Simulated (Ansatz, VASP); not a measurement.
P in VASP and in Ansatz

```
P
1.0
     4.27290    0.00000    0.02671
     0.00000    4.27290    0.00000
     0.02736    0.00000    4.37800
P
1
Direct
  0.00000 0.00000 0.00000
```

Change from the starting cell: strain +0.0125 x Voigt [0, 0, 0, 0, 1, 0], atoms carried along.

Alike in both runs: task single point; functional PBEsol; k mesh 12 × 12 × 12; occupations gaussian, width 0.15 eV; no spin polarisation.

|  | VASP | Ansatz |
| --- | --- | --- |
| version | VASP 6.6.1 | Ansatz 0.2.0 |
| potentials or method | VASP PAW PBE potentials, release 64 (P), cutoff 500 eV | scalar-relativistic, plane waves, PAW |
| valence electrons in the cell | 5 | 5 |

VASP gave:

| Quantity | Value |
| --- | --- |
| gap on the k mesh at the Fermi level (eV) | none |
| pressure (GPa) | -3.9 |
| traceless stress, the component that is largest in VASP (GPa) | 0.28 |

Task: Estimate Ansatz's values.

Result: gap on the k mesh at the Fermi level (eV): none; pressure (GPa): -3.8; traceless stress, the component that is largest in VASP (GPa): 0.28.

VASP's potentials were made for PBE, not for PBEsol. A gap of «none» marks a metal or a gap that the smearing closes.
